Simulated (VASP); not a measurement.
## Cd: relaxation of cell and atoms with PBEsol

Crystal: Cd.

```xyz
1
Lattice="-1.7449 1.7449 1.7449 1.7449 -1.7449 1.7449 1.7449 1.7449 -1.7449" Properties=species:S:1:pos:R:3 pbc="T T T"
Cd    0.0000    0.0000    0.0000
```

This isn't the form of Cd at room conditions, which is hcp.

```json
{
 "Program": "VASP 6.6.1",
 "Task": "relaxation of cell and atoms",
 "Functional": "PBEsol",
 "Potentials or basis": "VASP PAW PBE potentials, release 64 (Cd)",
 "Cutoff": "600 eV",
 "k mesh": "15 × 15 × 15",
 "Occupations": "fermi-dirac, width 0.1 eV",
 "Spin": "no spin polarisation",
 "Dipole correction": "no",
 "Further INCAR settings": "ALGO = Normal; EDIFF = 1e-06; IBRION = 2; EDIFFG = -0.005; NSW = 60; ISIF = 3"
}
```

```yaml
Relaxed_volume: 21.44 Å³/atom
Relaxed_cell: a = 3.031 Å, b = 3.031 Å, c = 3.031 Å, α = 109.47°, β = 109.47°, γ = 109.47°
Space_group_after_relaxing_to_0.1_Å: Im-3m (No. 229)
Energy_gained_by_relaxing: 0.3 meV/atom
Ionic_steps: 2
Pressure_after_relaxing: 0.0 GPa
Band_gap_on_the_k_mesh: zero (bands 6 and 7 overlap by 3.59 eV)
```

The path:
```
step  energy change (eV)  largest force (eV/Å)  pressure (GPa)  volume (Å³)
   1              0.0000                0.0000            0.47        21.25
   2             -0.0003                0.0000           -0.01        21.44
```

Final structure:
```cif
data_structure
_symmetry_space_group_name_H-M 'P 1'
_symmetry_Int_Tables_number 1
_cell_length_a 3.0313
_cell_length_b 3.0313
_cell_length_c 3.0313
_cell_angle_alpha 109.471
_cell_angle_beta 109.471
_cell_angle_gamma 109.471
_cell_volume 21.44
loop_
_atom_site_label
_atom_site_type_symbol
_atom_site_fract_x
_atom_site_fract_y
_atom_site_fract_z
_atom_site_occupancy
Cd1 Cd 0.00000 0.00000 0.00000 1
```

Levels at points of the mesh, in eV from the Fermi level:
| k point | band 3 | band 4 | band 5 | band 6 | band 7 | band 8 | band 9 | band 10 |
| --- | --- | --- | --- | --- | --- | --- | --- | --- |
| (0.00, 0.00, 0.00) | -9.29 | -9.04 | -8.60 | -8.60 | 15.58 | 15.58 | 15.58 | 16.62 |

Wall time 13 s on 1 thread of AMD EPYC 9R45 (Zen 5), on a shared host, peak memory 0.13 GiB.

Caveat: the PAW data sets were made with another functional, which shifts forces and pressure a little.
